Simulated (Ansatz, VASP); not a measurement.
**One calculation of Be2Co, two programs**

```
CELL_PARAMETERS angstrom
0.00000 1.91949 5.33254
1.33849 0.00000 5.33254
1.33849 1.91949 0.00000
ATOMIC_POSITIONS crystal
Be 0.33606 0.33606 0.66394
Be 0.66394 0.66394 0.33606
Co 0.00000 0.00000 0.00000
```

Alike in both runs: task single point; functional PBE; k mesh 6 × 6 × 6; collinear spin.

|  | VASP | Ansatz |
| --- | --- | --- |
| version | VASP 6.6.1 | Ansatz 0.2.0 |
| potentials or method | VASP PAW PBE potentials, release 64 (Be, Co), cutoff 520 eV | scalar-relativistic, plane waves, PAW |
| occupations | fermi-dirac, width 0.051704 eV | fermi-dirac |
| valence electrons in the cell | 13 | 21 |

Ansatz gave:

| Item | Value |
| --- | --- |
| gap on the k mesh at the Fermi level (eV) | none |
| pressure (GPa) | -0.5 |
| traceless stress, the component that is largest in VASP (GPa) | -2.73 |
| rms of the force components (eV/Å) | 0.051 |
| net moment per atom (μB) | 0.35 |
| size of the moment on the site where the two differ most (μB) | 1.07 |

Q: Which values does VASP return?

A: gap on the k mesh at the Fermi level (eV): none; pressure (GPa): -0.6; traceless stress, the component that is largest in VASP (GPa): -2.88; rms of the force components (eV/Å): 0.047; net moment per atom (μB): 0.35; size of the moment on the site where the two differ most (μB): 1.06.

Site moments also hang on the region over which each program counts them. Atom by atom the forces differ by 0.004 eV/Å (rms over components). A gap of «none» marks a metal or a gap that the smearing closes. VASP's potentials hold 13 valence electrons a cell and Ansatz's 21, so a difference there can come from the potentials and not from the codes. Ansatz's warnings: force scf threshold loose, stress scf threshold loose.

The k mesh is coarse, so the values compare programs but aren't converged.
